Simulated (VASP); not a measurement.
**CdTeO4: relaxation of cell and atoms with PBE**

CdTeO4:

```
CELL_PARAMETERS angstrom
4.21401 0.00000 0.00000
-2.10700 3.64944 0.00000
0.00000 0.00000 7.44951
ATOMIC_POSITIONS crystal
Cd 0.00000 0.00000 0.50000
Te 0.00000 0.00000 0.00000
O 0.33333 0.66667 0.00000
O 0.66667 0.33333 0.00000
O 0.00000 0.00000 0.80467
O 0.00000 0.00000 0.19533
```

The cell was generated, and may not be a known phase.

| Property | Result |
| --- | --- |
| Program | VASP 6.6.1 |
| Task | relaxation of cell and atoms |
| Functional | PBE |
| Potentials or basis | VASP PAW PBE potentials, release 64 (Cd, Te, O) |
| Cutoff | 600 eV |
| k mesh | 6 × 6 × 4 |
| Occupations | gaussian, width 0.1 eV |
| Spin | no spin polarisation |
| Dipole correction | no |
| Further INCAR settings | ALGO = Normal; EDIFF = 1e-07; IBRION = 2; EDIFFG = -0.04; NSW = 90; ISIF = 3 |

```json
{"Relaxed volume": "16.08 Å³/atom", "Relaxed cell": "a = 3.796 Å, b = 3.796 Å, c = 7.730 Å, α = 90.00°, β = 90.00°, γ = 120.00°", "Space group after relaxing (to 0.1 Å)": "P6/mmm (No. 191)", "Pressure after relaxing": "-0.1 GPa", "Largest force after relaxing": "0.006 eV/Å", "Band gap on the k mesh": "zero (bands 21 and 22 overlap by 0.52 eV)"}
```

Forces on the atoms (eV/Å):
```
Cd   0.000  0.000  0.000
Te   0.000  0.000  0.000
O    0.000  0.000  0.000
O    0.000  0.000  0.000
O    0.000  0.000  0.006
O    0.000  0.000 -0.006
```

Final structure:
```yaml
crystal:
  lattice:
    - [3.79620, 0.00000, 0.00000]
    - [-1.89810, 3.28760, 0.00000]
    - [0.00000, 0.00000, 7.73017]
  atoms:
    - { symbol: Cd, position: [0.00000, 0.00000, 0.50000] }
    - { symbol: Te, position: [0.00000, 0.00000, 0.00000] }
    - { symbol: O, position: [0.33333, 0.66667, 0.00000] }
    - { symbol: O, position: [0.66667, 0.33333, 0.00000] }
    - { symbol: O, position: [0.00000, 0.00000, 0.75299] }
    - { symbol: O, position: [0.00000, 0.00000, 0.24701] }
```

Levels at points of the mesh, in eV from the Fermi level:
```tsv
k point	band 19	band 20	band 21	band 22	band 23	band 24
(0.00, 0.00, 0.00)	-1.10	-1.06	-1.06	-0.09	2.89	7.34
(0.50, 0.00, 0.00)	-1.18	-0.46	-0.16	1.36	2.29	4.83
(0.00, 0.00, 0.50)	-0.69	-0.69	-0.22	-0.09	1.04	6.29
(0.50, 0.00, 0.50)	-1.14	-0.99	-0.16	2.30	2.47	2.93
```

It took 18 min on 1 thread of Intel(R) Xeon(R) 6975P-C (Granite Rapids), on a shared host, peak memory 0.35 GiB.

Caveat: the volume moved by over 15 % at a fixed basis, so the end points are rough; semilocal functionals underestimate gaps, and a narrow one can read as zero; spin-orbit coupling is left out, which moves the levels of the heavy elements.
